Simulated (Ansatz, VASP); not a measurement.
# Two plane-wave programs on RePb

INCAR

```
SYSTEM = RePb
  PREC = Accurate
  ENCUT = 520
  EDIFF = 1E-7
  ISMEAR = 0
  SIGMA = 0.1
  LREAL = .False.
  LASPH = .True.
  NELM = 60
  ALGO = Normal
  ISIF = 2
  LWAVE = .False.
  LCHARG = .False.
  GGA = PE
  NBANDS = 29
```

File KPOINTS:

```
regular mesh
0
Gamma
  4 4 4
  0 0 0
```

POSCAR

```
RePb
1.0
    0.0000000000      3.6491910010      3.6491910010
    3.6491910010      0.0000000000      3.6491910010
    3.6491910010      3.6491910010      0.0000000000
Re Pb
2 2
Direct
    0.5000000000      0.5000000000      0.5000000000
    0.7500000000      0.7500000000      0.7500000000
    0.0000000000      0.0000000000      0.0000000000
    0.2500000000      0.2500000000      0.2500000000
```

Input for Ansatz:

```yaml
crystal:
  lattice:
    - [0.0, 3.649191001, 3.649191001]
    - [3.649191001, 0.0, 3.649191001]
    - [3.649191001, 3.649191001, 0.0]
  atoms:
    - { symbol: Re, position: [0.5, 0.5, 0.5] }
    - { symbol: Re, position: [0.75, 0.75, 0.75] }
    - { symbol: Pb, position: [0.0, 0.0, 0.0] }
    - { symbol: Pb, position: [0.25, 0.25, 0.25] }
basis:
  ecutwfc: 420
kpoints:
  mp_grid: { grid: [4, 4, 4] }
hamiltonian:
  xc: pbe
scf:
  occupations: { method: gaussian, width: 0.1 }
  lower_state_search: "off"
output:
  forces: true
  stress: true
  eigenvalues: true
```

Alike in both runs: task single point; functional PBE; k mesh 4 × 4 × 4; occupations gaussian, width 0.1 eV; no spin polarisation.

|  | VASP | Ansatz |
| --- | --- | --- |
| version | VASP 6.6.1 | Ansatz 0.2.0 |
| potentials or method | VASP PAW PBE potentials, release 64 (Re, Pb_d), cutoff 520 eV | scalar-relativistic, plane waves, PAW |
| valence electrons in the cell | 42 | 58 |

Ansatz gave:

```
gap on the k mesh at the Fermi level (eV) : none
pressure (GPa)                            : -17.3
```

**Question.** Which values does VASP return?

**Answer.** gap on the k mesh at the Fermi level (eV): none; pressure (GPa): -17.5.

A gap of «none» marks a metal or a gap that the smearing closes. VASP's potentials hold 42 valence electrons a cell and Ansatz's 58, so a difference there can come from the potentials and not from the codes.

The k mesh is coarse, so the values compare programs but aren't converged. Neither program's run includes spin-orbit coupling.
